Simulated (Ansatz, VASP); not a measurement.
**One calculation of CaInSiH, two programs**

Contents of INCAR:

```
SYSTEM = CaInSiH
PREC     = Accurate       ! precision mode
ENCUT    = 520            ! plane-wave cutoff, eV
EDIFF    = 1E-7           ! SCF threshold, eV
ISMEAR   = 1              ! smearing method
SIGMA    = 0.0191         ! smearing width, eV
LREAL    = .False.        ! projectors in reciprocal space
LASPH    = .True.         ! aspherical terms in the spheres
NELM     = 60             ! most SCF steps
ALGO     = Normal         ! electronic algorithm
ISIF     = 2              ! what is computed and relaxed
LWAVE    = .False.        ! write WAVECAR
LCHARG   = .False.        ! write CHGCAR
GGA      = CA             ! functional
NBANDS   = 38             ! bands
```

KPOINTS

```
regular mesh
0
Gamma
  6 6 3
  0 0 0
```

File POSCAR:

```
CaInSiH
1.0
    4.2393090000      0.0000000000      0.0000000000
    0.0000000000      4.2393090000      0.0000000000
    0.0000000000      0.0000000000      8.2217790000
Ca In Si H
2 2 2 2
Direct
    0.2500000000      0.2500000000      0.1507000000
    0.7500000000      0.7500000000      0.8493000000
    0.7500000000      0.2500000000      0.5000000000
    0.2500000000      0.7500000000      0.5000000000
    0.2500000000      0.2500000000      0.6605000000
    0.7500000000      0.7500000000      0.3395000000
    0.7500000000      0.2500000000      0.0000000000
    0.2500000000      0.7500000000      0.0000000000
```

Input for Ansatz:

```yaml
crystal:
  lattice:
    - [4.239309, 0.0, 0.0]
    - [0.0, 4.239309, 0.0]
    - [0.0, 0.0, 8.221779]
  atoms:
    - { symbol: Ca, position: [0.25, 0.25, 0.1507] }
    - { symbol: Ca, position: [0.75, 0.75, 0.8493] }
    - { symbol: In, position: [0.75, 0.25, 0.5] }
    - { symbol: In, position: [0.25, 0.75, 0.5] }
    - { symbol: Si, position: [0.25, 0.25, 0.6605] }
    - { symbol: Si, position: [0.75, 0.75, 0.3395] }
    - { symbol: H, position: [0.75, 0.25, 0.0] }
    - { symbol: H, position: [0.25, 0.75, 0.0] }
  symmetry: { tolerance: 0.0003 }
kpoints:
  mp_grid: { grid: [6, 6, 3], shift: [0, 0, 0] }
  band_path:
    path:
      - [0.0, 0.0, 0.0]
      - [0.0, 0.5, 0.0]
      - [0.5, 0.5, 0.0]
      - [0.0, 0.0, 0.0]
      - [0.0, 0.0, 0.5]
      - [0.0, 0.5, 0.5]
      - [0.5, 0.5, 0.5]
      - [0.0, 0.0, 0.5]
    npoints: 7
magnetization:
  spin_polarized: false
scf:
  occupations: { method: cold, width: 0.0191 }
  lower_state_search: "off"
  max_iter: 200
hamiltonian:
  pseudopotentials: { kind: paw }
  xc: lda
basis:
  ecutwfc: 420
  fft_grid_basis: typed
output:
  forces: true
  stress: true
  eigenvalues: true
  bader: true
  populations: true
  elf: true
  write_potential: true
  volumetric_format: npy
  dos:
    e_range: [-12, 8]
    de: 0.05
    projected: { site_lists: { Ca: [Ca], H: [H], In: [In], Si: [Si] } }
checkpoint:
  read: saved_state
```

Alike in both runs: task single point; functional LDA; k mesh 6 × 6 × 3; no spin polarisation.

```csv
,VASP,Ansatz
version,VASP 6.6.1,Ansatz 0.2.0
potentials or method,"VASP PAW LDA potentials, release 64 (Ca_sv, In_d, Si, H), cutoff 520 eV",PAW plane waves
occupations,"methfessel-paxton of order 1, width 0.0191 eV","cold, width 0.0191 eV"
valence electrons in the cell,56,56
```

|  | VASP | Ansatz | Ansatz less VASP |
| --- | --- | --- | --- |
| pressure (GPa) | 6.5 | 6.4 | -0.10 |
| traceless stress, the component that is largest in VASP (GPa) | -1.47 | -1.43 | +0.039 |
| rms of the force components (eV/Å) | 1.026 | 1.022 | -0.0038 |

LDA's correlation is that of Perdew and Zunger in VASP and of Perdew and Wang (1992) in Ansatz. Atom by atom the forces differ by 0.004 eV/Å (rms over components).
